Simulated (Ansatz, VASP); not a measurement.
**Two plane-wave programs on Mg**

The input INCAR:

```
PREC     = Accurate       # precision mode
ENCUT    = 600            # plane-wave cutoff, eV
EDIFF    = 1E-6           # SCF threshold, eV
ISMEAR   = 0              # smearing method
SIGMA    = 0.1            # smearing width, eV
LREAL    = F              # projectors in reciprocal space
LASPH    = T              # aspherical terms in the spheres
NELM     = 120            # most SCF steps
ALGO     = Normal         # electronic algorithm
ISIF     = 2              # what is computed and relaxed
LWAVE    = F              # write WAVECAR
LCHARG   = F              # write CHGCAR
GGA      = PE             # functional
NBANDS   = 7              # bands
GGA_COMPAT= F
```

File KPOINTS:

```
Automatic mesh
0
Gamma
  14 14 12
```

File POSCAR:

```
Mg
1.0
    3.2434142809     -0.0220231646      0.0198574517
   -1.6407797605      2.7233389079      0.0009548191
    0.0198218926      0.0125447308      3.1977188644
Mg
1
Direct
    0.0000000000      0.0000000000      0.0000000000
```

Input for Ansatz:

```yaml
crystal:
  lattice:
    - [3.2434142809, -0.0220231646, 0.0198574517]
    - [-1.6407797605, 2.7233389079, 0.0009548191]
    - [0.0198218926, 0.0125447308, 3.1977188644]
  atoms:
    - { symbol: Mg, position: [0.0, 0.0, 0.0] }
basis:
  ecutwfc: 420
kpoints:
  mp_grid: { grid: [14, 14, 12] }
hamiltonian:
  xc: pbe
scf:
  occupations: { method: gaussian, width: 0.1 }
output:
  forces: true
  stress: true
  eigenvalues: true
```

Alike in both runs: task single point; functional PBE; k mesh 14 × 14 × 12; occupations gaussian, width 0.1 eV; no spin polarisation.

|  | VASP | Ansatz |
| --- | --- | --- |
| version | VASP 6.6.1 | Ansatz 0.2.0 |
| potentials or method | VASP PAW PBE potentials, release 64 (Mg), cutoff 600 eV | scalar-relativistic, plane waves, PAW |
| valence electrons in the cell | 2 | 10 |

|  | VASP | Ansatz | Ansatz less VASP |
| --- | --- | --- | --- |
| gap on the k mesh at the Fermi level (eV) | none | none | - |
| pressure (GPa) | -2.2 | -2.1 | +0.08 |
| traceless stress, the component that is largest in VASP (GPa) | -0.59 | -0.58 | +0.009 |

A gap of «none» marks a metal or a gap that the smearing closes. VASP's potentials hold 2 valence electrons a cell and Ansatz's 10, so a difference there can come from the potentials and not from the codes.
